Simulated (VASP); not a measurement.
# CuI: electric field gradients with PBE

The system is CuI.

```
Cu I
1.0
     3.65850   -3.63686    0.00000
     3.65850    3.63686    0.00000
     0.00000    0.00000    4.30700
Cu I
2 2
Direct
  0.42044 0.57956 0.75000
  0.57956 0.42044 0.25000
  0.77004 0.22996 0.75000
  0.22996 0.77004 0.25000
```

This cell differs from its parent crystal: equal xx and yy strain of -2 %.

* Program: VASP 6.6.1
* Task: electric field gradients
* Functional: PBE
* Potentials or basis: VASP PAW PBE potentials, release 64 (Cu, I)
* Cutoff: 520 eV
* k mesh: 5 × 5 × 6
* Occupations: fermi-dirac, width 0.02 eV
* Spin: no spin polarisation
* Dipole correction: no
* Further INCAR settings: ALGO = Normal; EDIFF = 1e-08; NBANDS = 26

```json
{
  "Pressure": "2.8 GPa",
  "Largest force": "0.512 eV/Å",
  "Band gap on the k mesh": "1.12 eV",
  "Largest electric field gradient by atom": "Cu +58.9; I -388.7 V/Å²"
}
```

Forces on the atoms (eV/Å):
```
Cu   0.000  0.241  0.000
Cu   0.000 -0.241  0.000
I    0.000 -0.512  0.000
I    0.000  0.512  0.000
```

Stress tensor (GPa, compression positive):
```
1.18 0.00 0.00
0.00 4.14 0.00
0.00 0.00 3.09
```

Levels at points of the mesh, in eV from the valence-band top:
| k point | band 15 | band 16 | band 17 | band 18 | band 19 | band 20 | band 21 | band 22 |
| --- | --- | --- | --- | --- | --- | --- | --- | --- |
| (0.00, 0.00, 0.00) | -1.90 | -1.55 | -0.90 | 0.00 | 1.12 | 1.64 | 2.29 | 4.67 |
| (0.00, 0.00, 0.50) | -1.90 | -1.90 | -1.65 | -1.65 | 3.73 | 3.73 | 3.86 | 3.86 |

Electric field gradients, principal values (V/Å²):
```
atom    least   middle  greatest (by size)
1 Cu  -18.180  -40.680              58.859
2 Cu  -18.180  -40.680              58.859
 3 I  112.353  276.312            -388.665
 4 I  112.353  276.312            -388.665
```

Wall time 62 s on 1 thread of AMD EPYC 9R45 96-Core Processor (Zen 5), on a shared host, peak memory 0.24 GiB.

Caveat: the cell differs from its parent crystal (equal xx and yy strain of -2 %); without QUAD_EFG the Cq values of the log hold for a quadrupole moment of 1 mb, not for the nuclei; spin-orbit coupling is left out, which moves the levels of the heavy elements. A k mesh can miss the band edges.
